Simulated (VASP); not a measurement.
# ZnCd3O4 (P4/mmm) in VASP: single point with PBE

Aim: the single point of ZnCd3O4 with PBE.

All numbers are computed with VASP 6.6.1; they aren't measurements. Logs are shortened: lines on timing, memory, paths and dates and some standing lists are left out, and cuts for length are marked.

## (1) The cell of the first run

The structure is tetragonal, space group P4/mmm (No. 123). The conventional cell has a = 3.325 Å, b = 3.325 Å, c = 9.269 Å, α = 90.00°, β = 90.00°, γ = 90.00°. Zn (site symmetry 4/mmm) has 6 O at 2.15 to 2.35 Å within 2.8 Å. Cd (site symmetry 4mm) has 6 O at 2.24 to 2.40 Å within 3.0 Å. Cd (site symmetry 4/mmm) has 6 O at 2.35 to 2.49 Å within 3.1 Å. Within 2.8 Å of O (site symmetry 4mm) lie 1 Zn at 2.15 Å and 5 Cd at 2.35 to 2.49 Å. Within 3.1 Å of O (site symmetry 4/mmm) lie 6 Cd at 2.35 to 2.40 Å. O (site symmetry 4/mmm) has 2 Cd at 2.24 Å and 4 Zn at 2.35 Å within 3.0 Å.

## (2) Single point, PBE

INCAR

```
PREC = Accurate
ENCUT = 700
EDIFF = 1E-6
ISMEAR = 0
SIGMA = 0.1
LREAL = F
LASPH = T
NELM = 120
ALGO = Normal
ISIF = 2
LWAVE = F
LCHARG = F
GGA = PE
NBANDS = 58
GGA_COMPAT = F
```

KPOINTS

```
Automatic mesh
0
Gamma
  12 12 4
```

POSCAR

```
ZnCd3O4
1.0
    3.3252979835      0.0000000000      0.0000000000
    0.0000000000      3.3252979835      0.0000000000
    0.0000000000      0.0000000000      9.2687761606
Zn Cd O
1 3 4
Direct
    0.0000000000      0.0000000000      0.0000000000
    0.5000000000      0.5000000000      0.2415342583
    0.0000000000      0.0000000000      0.5000000000
    0.5000000000      0.5000000000      0.7584657417
    0.0000000000      0.0000000000      0.2318757178
    0.5000000000      0.5000000000      0.5000000000
    0.0000000000      0.0000000000      0.7681242822
    0.5000000000      0.5000000000      0.0000000000
```

Potentials or basis: VASP PAW PBE potentials, release 64 (Zn, Cd_sv_GW, O).

Command:

```sh
$ cat potpaw_PBE.64/Zn/POTCAR potpaw_PBE.64/Cd_sv_GW/POTCAR potpaw_PBE.64/O/POTCAR > POTCAR
$ mpirun -np 1 vasp_std > vasp.out
```

OUTCAR:

```text
PREC = Accurate
   ENCUT = 700
   EDIFF = 1E-6
   ISMEAR = 0
   LREAL = F
   LASPH = T
   NELM = 120
   ISIF = 2
   GGA = PE

 ion  position               nearest neighbor table
   1  0.000  0.000  0.000-   5 2.15   7 2.15   8 2.35   8 2.35   8 2.35   8 2.35
   2  0.500  0.500  0.242-   8 2.24
   3  0.000  0.000  0.500-
   4  0.500  0.500  0.758-   8 2.24
   5  0.000  0.000  0.232-   1 2.15
   6  0.500  0.500  0.500-
   7  0.000  0.000  0.768-   1 2.15
   8  0.500  0.500  0.000-   2 2.24   4 2.24   1 2.35   1 2.35   1 2.35   1 2.35

  LATTYP: Found a simple tetragonal cell.
 ALAT       =     3.3252979835
 C/A-ratio  =     2.7873520528

  Lattice vectors:

 A1 = (   3.3252979835,   0.0000000000,   0.0000000000)
 A2 = (   0.0000000000,   3.3252979835,   0.0000000000)
 A3 = (   0.0000000000,   0.0000000000,   9.2687761606)

Analysis of symmetry for initial positions (statically):
=====================================================================
 Subroutine PRICEL returns:
 Original cell was already a primitive cell.

 Routine SETGRP: Setting up the symmetry group for a
 simple tetragonal supercell.

 Subroutine GETGRP returns: Found 16 space group operations
 (whereof 16 operations were pure point group operations)
 out of a pool of 16 trial point group operations.

The static configuration has the point symmetry D_4h.

Analysis of symmetry for dynamics (positions and initial velocities):
=====================================================================
 Subroutine PRICEL returns:
 Original cell was already a primitive cell.

 Routine SETGRP: Setting up the symmetry group for a
 simple tetragonal supercell.

 Subroutine GETGRP returns: Found 16 space group operations
 (whereof 16 operations were pure point group operations)
 out of a pool of 16 trial point group operations.

The dynamic configuration has the point symmetry D_4h.

 Subroutine INISYM returns: Found 16 space group operations
 (whereof 16 operations are pure point group operations),
 and found     1 'primitive' translations

----------------------------------------------------------------------------------------

                                     Primitive cell

  volume of cell :     102.4905

  direct lattice vectors                    reciprocal lattice vectors
     3.325297984  0.000000000  0.000000000     0.300724929  0.000000000  0.000000000
     0.000000000  3.325297984  0.000000000     0.000000000  0.300724929  0.000000000
     0.000000000  0.000000000  9.268776161     0.000000000  0.000000000  0.107889109

  length of vectors
     3.325297984  3.325297984  9.268776161     0.300724929  0.300724929  0.107889109

  position of ions in fractional coordinates (direct lattice)
     0.000000000  0.000000000  0.000000000
     0.500000000  0.500000000  0.241534258
     0.000000000  0.000000000  0.500000000
     0.500000000  0.500000000  0.758465742
     0.000000000  0.000000000  0.231875718
     0.500000000  0.500000000  0.500000000
     0.000000000  0.000000000  0.768124282
     0.500000000  0.500000000  0.000000000

  ion indices of the primitive-cell ions
   primitive index   ion index
                 1           1
                 2           2
                 3           3
                 4           4
                 5           5
                 6           6
                 7           7
                 8           8

----------------------------------------------------------------------------------------

 KPOINTS: Automatic mesh

Automatic generation of k-mesh.
 Grid dimensions read from file:
 generate k-points for:   12   12    4

 Generating k-lattice:

  Cartesian coordinates                     Fractional coordinates (reciprocal lattice)
     0.025060411  0.000000000  0.000000000     0.083333333  0.000000000  0.000000000
     0.000000000  0.025060411  0.000000000     0.000000000  0.083333333  0.000000000
     0.000000000  0.000000000  0.026972277     0.000000000  0.000000000  0.250000000

  Length of vectors
     0.025060411  0.025060411  0.026972277

  Shift w.r.t. Gamma in fractional coordinates (k-lattice)
     0.000000000  0.000000000  0.000000000

 Subroutine IBZKPT returns following result:
 ===========================================

 Found     84 irreducible k-points:

 Following reciprocal coordinates:
            Coordinates               Weight
  0.000000  0.000000  0.000000      1.000000
  0.083333  0.000000  0.000000      4.000000
  0.166667  0.000000  0.000000      4.000000
  0.250000  0.000000  0.000000      4.000000
  0.333333  0.000000  0.000000      4.000000
  0.416667  0.000000  0.000000      4.000000
[... 16 lines left out ...]
  0.333333  0.333333  0.000000      4.000000
  0.416667  0.333333  0.000000      8.000000
 [... further k-points ...]
   k-points           NKPTS =     84   k-points in BZ     NKDIM =     84   number of bands    NBANDS=     58
   number of dos      NEDOS =    301   number of ions     NIONS =      8
   total plane-waves  NPLWV =  72000
   dimension x,y,z NGX =    30 NGY =   30 NGZ =   80
   dimension x,y,z NGXF=    60 NGYF=   60 NGZF=  160
   ions per type =               1   3   4
   NGX,Y,Z   is equivalent  to a cutoff of  15.00, 15.00, 14.35 a.u.
   NGXF,Y,Z  is equivalent  to a cutoff of  30.00, 30.00, 28.70 a.u.
 SYSTEM =  unknown system
   PREC   = accura    normal or accurate (medium, high low for compatibility)
   ISTART =      0    job   : 0-new  1-cont  2-samecut
   ICHARG =      2    charge: 1-file 2-atom 10-const
   ISPIN  =      1    spin polarized calculation?
   LNONCOLLINEAR =      F non collinear calculations
   LSORBIT =      F    spin-orbit coupling
   LASPH  =      T    aspherical Exc in radial PAW
   ENCUT  =  700.0 eV  51.45 Ry    7.17 a.u.   7.17  7.17 20.00*2*pi/ulx,y,z
   NELM   =    120;   NELMIN=  2; NELMDL= -5     # of ELM steps
   EDIFF  = 0.1E-05   stopping-criterion for ELM
   LREAL  =      F    real-space projection
   EDIFFG = 0.1E-04   stopping-criterion for IOM
   NSW    =      0    number of steps for IOM
   IBRION =     -1    ionic relax: 0-MD 1-quasi-New 2-CG
   NFREE  =      0    steps in history (QN), initial steepest desc. (CG)
   ISIF   =      2    stress and relaxation
   ISYM   =      2    0-nonsym 1-usesym 2-fastsym
   POTIM  = 0.5000    time-step for ionic-motion
   TEBEG  =    0.0;   TEEND  =   0.0 temperature during run
   PSTRESS=    0.0 pullay stress
   NELECT =      96.0000    total number of electrons
   NUPDOWN=      -1.0000    fix difference up-down
   EMIN   =  10.00;   EMAX   =-10.00  energy-range for DOS
   EFERMI =   0.00;   METHOD = LEGACY
   ISMEAR =     0;   SIGMA  =   0.10  broadening in eV -4-tet -1-fermi 0-gaus
   EFERMI_NEDOS =   21; number of points for ismear=-14 and -15
   IALGO  =     38    algorithm
   IMIX   =      4    mixing-type and parameters
     AMIX     =   0.40;   BMIX     =  1.00
     AMIX_MAG =   1.60;   BMIX_MAG =  1.00
  volume/ion in A,a.u.               =      12.81        86.45
  Fermi-wavevector in a.u.,A,eV,Ry     =   1.601784  3.026934 34.908649  2.565713
  Thomas-Fermi vector in A             =   2.698708
   LORBIT       =      0    0 simple, 1 ext, 2 COOP (PROOUT), +10 PAW based schemes
   GGA     = PE    functional components
   LHFCALC =     F    Hartree Fock is set to
   AEXX    =    0.0000 exact exchange contribution
   IVDW    =     0    specifies the selected vdW correction
   LEPSILON=     F    determine dielectric tensor
   LRPA    =     F    only Hartree local field effects (RPA)
 non-spin polarized calculation
 Gauss-broadening in eV      SIGMA  =   0.10
  energy-cutoff  :      700.00
  volume of cell :      102.49
 maximum number of plane-waves:      4344
 NGX is ok and might be reduce to    30
   NGX = 15   NGY = 15   NGZ = 39

 number of electron      96.0000013 magnetization

 Free energy of the ion-electron system (eV)
  ---------------------------------------------------
  ext. energy  EPLUGINS =         0.00000000
  ---------------------------------------------------
  free energy    TOTEN  =       -31.78795555 eV

  energy without entropy =      -31.78585163  energy(sigma->0) =      -31.78690359

 E-fermi :   4.2439     XC(G=0): -11.6992

 val. band max:        4.2292408369   @ k =   0.5000   0.0000   0.0000
 cond. band min:       4.2832080967   @ k =   0.0000   0.0000   0.2500
 fundamental gap:      0.0539672598
 Fermi energy:         4.2439190987

 k-point     1 :       0.0000    0.0000    0.0000
  band No.  band energies     occupation
      1     -96.8611      2.00000
      2     -96.2741      2.00000
      3     -96.2741      2.00000
      4     -57.9653      2.00000
      5     -57.9297      2.00000
      6     -57.9297      2.00000
[... 50 lines left out ...]
     57      15.7353      0.00000
     58      16.4221      0.00000

 k-point     2 :       0.0833    0.0000    0.0000
  band No.  band energies     occupation
      1     -96.8611      2.00000
      2     -96.2740      2.00000
      3     -96.2740      2.00000
      4     -57.9653      2.00000
      5     -57.9303      2.00000
      6     -57.9297      2.00000
[... 50 lines left out ...]
     57      15.3426      0.00000
     58      15.8637      0.00000

 k-point     3 :       0.1667    0.0000    0.0000
  band No.  band energies     occupation
      1     -96.8610      2.00000
      2     -96.2740      2.00000
      3     -96.2740      2.00000
      4     -57.9652      2.00000
      5     -57.9319      2.00000
      6     -57.9296      2.00000
[... 1216 lines left out ...]
      3     -96.2736      2.00000
      4     -57.9644      2.00000
      5     -57.9355      2.00000
      6     -57.9355      2.00000
[... 50 lines left out ...]
     57      13.0687      0.00000
     58      13.2834      0.00000

 k-point    24 :       0.4167    0.3333    0.0000
  band No.  band energies     occupation
      1     -96.8605      2.00000
      2     -96.2735      2.00000
      3     -96.2735      2.00000
      4     -57.9643      2.00000
      5     -57.9370      2.00000
      6     -57.9354      2.00000
[... 50 lines left out ...]
     57      13.1361      0.00000
     58      13.3139      0.00000

 [... further k-points ...]
[... 5 lines left out ...]
  --------------------------------------------------------------------------------------
  -------------------------------------------------------------------------------------
  Total       -0.0539946     -0.0539946      0.0326910      0.0000000      0.0000000     -0.0000000
  in kB       -0.8440680     -0.8440680      0.5110403      0.0000000      0.0000000     -0.0000000
  external PRESSURE =      -0.3923653 kB  Pullay stress =       0.0000000 kB

 VOLUME and BASIS-vectors are now :
 -----------------------------------------------------------------------------
  energy-cutoff  :      700.00
  volume of cell :      102.49
      direct lattice vectors                 reciprocal lattice vectors
     3.325297984  0.000000000  0.000000000     0.300724929  0.000000000  0.000000000
     0.000000000  3.325297984  0.000000000     0.000000000  0.300724929  0.000000000
     0.000000000  0.000000000  9.268776161     0.000000000  0.000000000  0.107889109

 POSITION                                       TOTAL-FORCE (eV/Angst)
 -----------------------------------------------------------------------------------
      0.00000      0.00000      0.00000         0.000000      0.000000     -0.000000
      1.66265      1.66265      2.23873        -0.000000     -0.000000      0.007916
      0.00000      0.00000      4.63439         0.000000      0.000000     -0.000000
      1.66265      1.66265      7.03005         0.000000     -0.000000     -0.007916
      0.00000      0.00000      2.14920         0.000000      0.000000      0.029899
      1.66265      1.66265      4.63439         0.000000      0.000000     -0.000000
      0.00000      0.00000      7.11957         0.000000      0.000000     -0.029899
      1.66265      1.66265      0.00000         0.000000      0.000000     -0.000000
 -----------------------------------------------------------------------------------
    total drift:                                0.000000      0.000000      0.000000

  FREE ENERGIE OF THE ION-ELECTRON SYSTEM (eV)
  ---------------------------------------------------
  free  energy   TOTEN  =       -31.7879555536 eV

  energy  without entropy=      -31.7858516313  energy(sigma->0) =      -31.78690359
```

Wall time 10 min (1 thread of Intel Xeon Platinum 8488C (Sapphire Rapids), shared host); peak memory 0.76 GiB.

What came out:

```
Free energy            : -31.7880 eV
Pressure               : 0.0 GPa
Largest force          : 0.030 eV/Å
Band gap on the k mesh : zero (bands 48 and 49 overlap by 0.64 eV)
```

Forces on the atoms (eV/Å):
```
Zn   0.000  0.000  0.000
Cd   0.000  0.000  0.008
Cd   0.000  0.000  0.000
Cd   0.000  0.000 -0.008
O    0.000  0.000  0.030
O    0.000  0.000  0.000
O    0.000  0.000 -0.030
O    0.000  0.000  0.000
```

Caveat: semilocal functionals underestimate gaps, and a narrow one can read as zero.

The gap in the log of VASP goes by the Fermi energy; the results here count the filled bands.